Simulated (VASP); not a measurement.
# CdS: single point with PBE+D3(BJ)

CdS:

```
Cd S
1.0
     0.00000    2.92568    2.92568
     2.92568    0.00000    2.92568
     2.92568    2.92568    0.00000
Cd S
1 1
Direct
  0.00000 0.00000 0.00000
  0.75000 0.75000 0.75000
```

```yaml
Program: VASP 6.6.1
Task: single point
Functional: PBE
Dispersion: D3(BJ)
Potentials_or_basis: VASP PAW PBE potentials, release 64 (Cd, S)
Cutoff: 520 eV
k_mesh: 8 × 8 × 8
Occupations: gaussian, width 0.02 eV
Spin: no spin polarisation
Dipole_correction: no
Further_INCAR_settings: ALGO = Normal; EDIFF = 1e-06; NBANDS = 16
```

```yaml
Pressure: 0.4 GPa
Band_gap_on_the_k_mesh: 1.13 eV
Dispersion_energy_per_atom: -0.303 eV
```

Levels at points of the mesh, in eV from the valence-band top:
| k point | band 7 | band 8 | band 9 | band 10 | band 11 | band 12 |
| --- | --- | --- | --- | --- | --- | --- |
| (0.00, 0.00, 0.00) | 0.00 | 0.00 | 0.00 | 1.13 | 6.55 | 6.55 |
| (0.50, 0.00, 0.00) | -4.35 | -0.74 | -0.74 | 3.00 | 7.01 | 7.01 |
| (0.50, 0.50, 0.00) | -3.91 | -1.85 | -1.85 | 3.57 | 4.34 | 9.19 |

Run time: 32 s on 1 thread of Intel Xeon 8259CL, with other jobs on the host, peak memory 0.19 GiB.

As with any semilocal functional, this PBE gap is likely too small.
